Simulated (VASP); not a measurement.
A run of VASP 6.6.1:

File INCAR:

```
SYSTEM = H10CO6
  ALGO = Normal
  EDIFF = 1E-6
  ENCUT = 520
  GGA = PE
  ISIF = 2
  ISMEAR = -1
  IVDW = 12
  LASPH = .TRUE.
  LCHARG = .FALSE.
  LREAL = Auto
  LWAVE = .FALSE.
  NBANDS = 39
  NELM = 100
  PREC = Accurate
  SIGMA = 0.02
```

The input KPOINTS:

```
k-points
0
G
  1 1 1
  0 0 0
```

POSCAR

```
H10CO6
1.0
    5.4814800000      0.0000000000      0.0000000000
    0.0000000000      5.4814800000      0.0000000000
    0.0000000000      0.0000000000      5.4814800000
O H C
6 10 1
Direct
   -0.0420506870      1.1516415275      0.0968351613
    0.9893495917      0.6529623386      0.7125265439
    0.1264986828      0.8123535979      0.3300933325
    0.5689521808      1.0491874457      0.8443340120
    0.3660690179      0.4089406511      0.0401351460
    0.5631508279      0.3193480593      0.3819771303
   -0.1725446412      1.1410422003     -0.0509351489
    0.0166743288      0.9808299948      0.2412304706
    1.0715901545      0.5469143370      0.8067164342
    0.8252698176      0.7214839788      0.7789866970
    0.1824324817      0.6777549129      0.2212541139
    0.0223297358      0.7033866766      0.4598575567
    0.4949028365      1.1302604406      0.7082211374
    0.4752366149      1.0597137999      1.0020286492
    0.1194203025      0.2657129097      0.0493662296
    0.6299028729      0.6116778680      0.1989608646
    0.5258616286      0.4456825529      0.2117493816
```

Potentials or basis: VASP PAW PBE potentials, release 64 (O, H, C).

The run is started by

```console
$ cat potpaw_PBE.64/O/POTCAR potpaw_PBE.64/H/POTCAR potpaw_PBE.64/C/POTCAR > POTCAR
$ mpirun -np 1 vasp_gam > vasp.out
```

Hardware: 1 thread of Intel Xeon 8259CL, on a shared host.

How long does it take, and how much memory?

Run time: 37 s on 1 thread of Intel Xeon 8259CL (shared host), peak memory 0.24 GiB. Counts: scf iterations 15, k points 1.
